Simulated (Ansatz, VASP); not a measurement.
Two plane-wave programs on Pd

```
CELL_PARAMETERS angstrom
0.00000 1.78931 1.86710
1.78931 0.00000 1.86710
1.78931 1.78931 0.00000
ATOMIC_POSITIONS crystal
Pd 0.00000 0.00000 0.00000
```

Change from the starting cell: strain -0.080 along x and y, -0.040 along z, atoms carried along.

Alike in both runs: task single point; functional PBEsol; k mesh 20 × 20 × 20; occupations gaussian, width 0.15 eV; no spin polarisation.

|  | VASP | Ansatz |
| --- | --- | --- |
| version | VASP 6.6.1 | Ansatz 0.2.0 |
| potentials or method | VASP PAW PBE potentials, release 64 (Pd), cutoff 520 eV | scalar-relativistic, plane waves, PAW |
| valence electrons in the cell | 10 | 18 |

|  | VASP | Ansatz | Ansatz less VASP |
| --- | --- | --- | --- |
| gap on the k mesh at the Fermi level (eV) | none | none | - |
| pressure (GPa) | 67.6 | 68.1 | +0.57 |
| traceless stress, the component that is largest in VASP (GPa) | -4.53 | -4.58 | -0.048 |

VASP's potentials were made for PBE, not for PBEsol. A gap of «none» marks a metal or a gap that the smearing closes. Both programs put the cell under a high pressure, so it lies far from rest at this level. The functional is the same, so the differences come from potentials, cutoffs and numerics. VASP's potentials hold 10 valence electrons a cell and Ansatz's 18, so a difference there can come from the potentials and not from the codes.

Noted on VASP's run: the cell as given lies far from equilibrium.
